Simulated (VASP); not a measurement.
Input of a VASP 6.6.1 run:

File INCAR:

```
PREC = Accurate
ENCUT = 700
EDIFF = 1E-7
ISMEAR = 0
SIGMA = 0.15
LREAL = F
LASPH = T
NELM = 120
ALGO = Normal
ISIF = 3
LWAVE = F
LCHARG = F
GGA = PE
IBRION = 2
NSW = 36
EDIFFG = -0.08
GGA_COMPAT = F
NELMIN = 4
```

Contents of KPOINTS:

```
Automatic mesh
0
Gamma
  3 3 2
```

Contents of POSCAR:

```
TaCl3F
1.0
    4.4723291900      0.0000000000      0.0000000000
    0.0000000000      4.4723291900      0.0000000000
    0.0000000000      0.0000000000      5.7866315200
Ta Cl F
1 3 1
Direct
    0.5000000000      0.5000000000      0.9916230200
    0.0000000000      0.0000000000      0.2268915200
    0.0000000000      0.5000000000      0.6927249700
    0.5000000000      0.0000000000      0.6927249700
    0.0000000000      0.0000000000      0.5676180100
```

Potentials or basis: VASP PAW PBE potentials, release 64 (Ta_sv_GW, Cl, F).

Launch:

```sh
$ cat potpaw_PBE.64/Ta_sv_GW/POTCAR potpaw_PBE.64/Cl/POTCAR potpaw_PBE.64/F/POTCAR > POTCAR
$ mpirun -np 1 vasp_std > vasp.out
```

**Question.** What does it give for the space group after relaxing (to 0.1 Å)?

**Answer.** P4mm (No. 99).

**Question.** Estimate the relaxed cell.

**Answer.** a = 4.015 Å, b = 4.015 Å, c = 7.302 Å, α = 90.00°, β = 90.00°, γ = 90.00°.

Forces on the atoms (eV/Å):
```
Ta   0.000  0.000  0.015
Cl   0.000  0.000 -0.031
Cl   0.000  0.000  0.028
Cl   0.000  0.000  0.028
F    0.000  0.000 -0.040
```

Caveat: the k points lie up to 0.52 Å⁻¹ apart in the final cell, too coarse for converged energies and pressures of a metal; a cell axis changed by over 15 % at a fixed basis, so the end point is rough; an odd number of electrons without spin polarisation forces a metal; a magnetic or distorted state may lie lower; the relaxation stopped at a loose force limit of 0.08 eV/Å, so its end isn't a converged minimum.
